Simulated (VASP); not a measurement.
# YAl7: single point with PBE

YAl7:

```
Al Y
1.0
     6.76044   -0.09849   -0.00557
    -0.09849    6.70851   -0.14085
    -0.00557   -0.14085    6.40810
Al Y
14 2
Direct
  0.68797 0.23872 0.68970
  0.64759 0.46734 0.26739
  0.49279 0.82638 0.38676
  0.80097 0.76655 0.10436
  0.97979 0.30500 0.01179
  0.99069 0.94356 0.83721
  0.59590 0.11983 0.09728
  0.44854 0.78760 0.94323
  0.78787 0.69080 0.59415
  0.89599 0.07036 0.35602
  0.35790 0.38169 0.00816
  0.12402 0.60750 0.82755
  0.42429 0.52393 0.61871
  0.23277 0.00248 0.16029
  0.26943 0.17969 0.57273
  0.11215 0.59022 0.34308
```

| Property | Result |
| --- | --- |
| Program | VASP 6.6.1 |
| Task | single point |
| Functional | PBE |
| Potentials or basis | VASP PAW PBE potentials, release 64 (Al, Y_sv) |
| Cutoff | 520 eV |
| k mesh | 1 × 1 × 1, shifted |
| Occupations | fermi-dirac, width 0.0939 eV |
| Spin | no spin polarisation |

```yaml
Pressure: 9.7 GPa
Largest_force: 2.764 eV/Å
Band_gap_on_the_k_mesh: 0.40 eV
```

Forces on the atoms (eV/Å):
```
Al   0.767  0.187  0.026
Al   0.501 -0.536  0.909
Al  -0.303  0.822 -0.203
Al  -0.081 -0.391 -0.338
Al  -0.691 -0.047  0.268
Al  -0.058  1.326 -1.327
Al   0.556 -0.728 -0.201
Al   0.452 -0.374 -0.664
Al  -0.504 -0.211  1.128
Al   0.250  0.615  0.821
Al  -0.139 -0.375 -0.501
Al  -0.745 -0.714 -0.290
Al   2.062  1.474  0.559
Al  -0.740  0.753  0.350
Y   -1.446 -2.330  0.347
Y    0.117  0.527 -0.886
```

Stress tensor (GPa, compression positive):
```
12.39  1.09 -3.13
 1.09 15.58 -1.62
-3.13 -1.62  1.08
```

Levels at points of the mesh, in eV from the valence-band top:
| k point | band 29 | band 30 | band 31 | band 32 | band 33 | band 34 | band 35 | band 36 |
| --- | --- | --- | --- | --- | --- | --- | --- | --- |
| (0.25, 0.25, 0.25) | -0.79 | -0.49 | -0.31 | 0.00 | 0.40 | 0.87 | 0.98 | 1.11 |

Run time: 29 s on 1 thread of Intel(R) Xeon(R) Platinum 8488C (Sapphire Rapids), on a shared host, peak memory 0.32 GiB.

Caveat: the k points lie up to 0.98 Å⁻¹ apart.
